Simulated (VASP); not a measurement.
The system is CdS (Hawleyite).

```
CELL_PARAMETERS angstrom
0.00000 2.90272 2.90272
2.90272 0.00000 2.90272
2.90272 2.90272 0.00000
ATOMIC_POSITIONS crystal
Cd 0.00000 0.00000 0.00000
S 0.25000 0.25000 0.25000
```

This cell differs from its parent crystal: volume changed by -6%.

Base run:

```yaml
Program: VASP 6.6.1
Functional: PBE
Potentials_or_basis: VASP PAW PBE potentials, release 64 (Cd_sv_GW, S)
Cutoff: 540 eV
k_mesh: 6 × 6 × 6
Occupations: gaussian, width 0.01 eV
Spin: no spin polarisation
```

Its results: band gap on the k mesh 1.17 eV, direct; pressure 2.8 GPa.

Problem. The run is repeated on the same cell with these changes: potentials or basis from VASP PAW PBE potentials, release 64 (Cd_sv_GW, S) to VASP PAW PBE potentials, release 64 (Cd, S); cutoff from 540 eV to 520 eV; further incar settings from ALGO = Normal; EDIFF = 1e-06; NBANDS = 20 to ALGO = Normal; EDIFF = 1e-07; NBANDS = 16; valence electrons from 26 to 18. What comes out?

Solution. Band gap on the k mesh 1.18 eV, direct; pressure 4.2 GPa.

